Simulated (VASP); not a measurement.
Wanted: the native input for a VASP 6.6.1 run.

```
Task                   : single point
Functional             : PBE
Potentials or basis    : VASP PAW PBE potentials, release 64 (Cd, Cu, O)
Cutoff                 : 520 eV
k mesh                 : 4 × 4 × 2
Occupations            : gaussian, width 0.2 eV
Spin                   : collinear spin, ferromagnetic start
Starting moments       : [0.0, 0.0, 0.0, 1.0, 0.0] μB
Dipole correction      : no
Further INCAR settings : ALGO = Normal; EDIFF = 1e-06; NBANDS = 38
```

The structure of Cd3CuO lies in POSCAR:

```
Cd3CuO
1.0
    2.2351971276     -2.2351935038      0.0000000000
    2.2351971276      2.2351935038      0.0000000000
    0.0000000000      0.0000000000      9.7736047347
Cd Cu O
3 1 1
Direct
    0.5000000000      0.5000000000      0.5000000000
    0.5000000000      0.5000000000      0.1664733011
    0.5000000000      0.5000000000      0.8335266989
    0.0000000000      0.0000000000      0.0000000000
    0.0000000000      0.0000000000      0.5000000000
```

One way to write it, as run:

INCAR

```
PREC     = Accurate       # precision mode
ENCUT    = 520            # plane-wave cutoff, eV
EDIFF    = 1E-6           # SCF threshold, eV
ISMEAR   = 0              # smearing method
SIGMA    = 0.2            # smearing width, eV
LREAL    = F              # projectors in reciprocal space
LASPH    = T              # aspherical terms in the spheres
NELM     = 150            # most SCF steps
ALGO     = Normal         # electronic algorithm
ISIF     = 2              # what is computed and relaxed
LWAVE    = F              # write WAVECAR
LCHARG   = F              # write CHGCAR
ISPIN    = 2              # spin polarisation
MAGMOM   = 0 0 0 1 0      # initial moments
LORBIT   = 11             # projections on sites
LMAXMIX  = 4              # l up to which the mixer works
GGA      = PE             # functional
NBANDS   = 38             # bands
```

KPOINTS

```
regular mesh
0
Gamma
  4 4 2
```

Potentials or basis: VASP PAW PBE potentials, release 64 (Cd, Cu, O).

Command:

```bash
$ cat potpaw_PBE.64/Cd/POTCAR potpaw_PBE.64/Cu/POTCAR potpaw_PBE.64/O/POTCAR > POTCAR
$ mpirun -np 1 vasp_std > vasp.out
```

Results of the run:

- Pressure: 0.7 GPa
- Largest force: 0.017 eV/Å
- Net moment: 0.00 μB per cell
- Valence electrons inside the program's atomic spheres: Cd 10.26, 10.30; Cu 9.89; O 4.91

Caveat: the k points lie up to 0.50 Å⁻¹ apart.

It took 70 s on 1 thread of Intel Xeon 6975P-C, on a shared host, peak memory 0.27 GiB.
